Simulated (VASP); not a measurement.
A run of VASP 6.6.1 is set up as follows.

The input POSCAR:

```
Yb
1.0
    3.4191433952      0.0000000000      0.0000000000
    0.0000000000      3.4191433952      0.0000000000
    0.0000000000      0.0000000000      3.4191433952
Yb
1
Direct
    0.0000000000      0.0000000000      0.0000000000
```

INCAR.step1

```
SYSTEM = Yb
  PREC = Accurate
  ENCUT = 520
  ISMEAR = -1
  SIGMA = 0.1
  LREAL = .False.
  LASPH = .True.
  NELM = 100
  NBANDS = 18
  GGA = PE
  ALGO = Normal
  EDIFF = 1E-4
  LWAVE = .True.
  LCHARG = .False.
```

File INCAR.step2:

```
SYSTEM = Yb
  PREC = Accurate
  ENCUT = 520
  EDIFF = 1E-7
  ISMEAR = -1
  SIGMA = 0.1
  LREAL = .False.
  LASPH = .True.
  NELM = 100
  ALGO = Normal
  ISIF = 2
  LWAVE = .False.
  LCHARG = .False.
  METAGGA = R2SCAN
  LMIXTAU = .True.
  NBANDS = 18
  ISTART = 1
```

KPOINTS

```
regular mesh
0
Gamma
  11 11 11
  0 0 0
```

Potentials or basis: VASP PAW PBE potentials, release 64 (Yb).

Launch:

```sh
$ cat potpaw_PBE.64/Yb/POTCAR > POTCAR
$ cp INCAR.step1 INCAR
$ mpirun -np 1 vasp_std > vasp.out
$ cp INCAR.step2 INCAR
$ mpirun -np 1 vasp_std > vasp.out
```

Task: Predict the pressure.

Result: -1.5 GPa.

Task: Predict the band gap on the k mesh.

Result: Zero (band 12 reaches 1.50 eV, above the bottom of band 13 at 0.89 eV).

Caveat: the PAW data sets were made with another functional, which shifts forces and pressure a little; spin-orbit coupling is left out, which moves the levels of the heavy elements. Spin polarisation is off, so any magnetic state and its effect on volume and gap are missing.
